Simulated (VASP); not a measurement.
## MoH2: single point with PBE

The system is MoH2.

```
CELL_PARAMETERS angstrom
3.13765 0.00000 0.00000
-1.56882 2.71728 0.00000
0.00000 0.00000 3.50619
ATOMIC_POSITIONS crystal
H 0.33333 0.66667 0.50000
H 0.66667 0.33333 0.50000
Mo 0.00000 0.00000 0.00000
```

```yaml
Program: VASP 6.6.1
Task: single point
Functional: PBE
Potentials_or_basis: VASP PAW PBE potentials, release 64 (H, Mo_sv)
Cutoff: 520 eV
k_mesh: 6 × 6 × 6
Occupations: gaussian, width 0.1 eV
Spin: no spin polarisation
Dipole_correction: no
Further_INCAR_settings: ALGO = Normal; EDIFF = 1e-07; NBANDS = 15
```

```yaml
Pressure: -35.9 GPa
Band_gap_on_the_k_mesh: zero (band 8 reaches 6.34 eV, above the bottom of band 9 at 5.58 eV)
```

Stress tensor (GPa, compression positive):
```
-36.02   0.00   0.00
  0.00 -36.02   0.00
  0.00   0.00 -35.65
```

Levels at points of the mesh, in eV from the Fermi level:
| k point | band 6 | band 7 | band 8 | band 9 | band 10 | band 11 |
| --- | --- | --- | --- | --- | --- | --- |
| (0.00, 0.00, 0.00) | -2.64 | -0.60 | -0.60 | 1.30 | 1.30 | 3.99 |
| (0.50, 0.00, 0.00) | -4.86 | -1.83 | -1.11 | 0.84 | 2.29 | 3.07 |
| (0.00, 0.00, 0.50) | -3.95 | -0.41 | -0.41 | 0.66 | 0.66 | 1.73 |
| (0.50, 0.00, 0.50) | -2.69 | -1.95 | -0.13 | 1.67 | 2.33 | 2.52 |

It took 21 s on 1 thread of Intel Xeon 6975P-C (shared host), peak memory 0.15 GiB.

Caveat: the k points lie up to 0.39 Å⁻¹ apart.
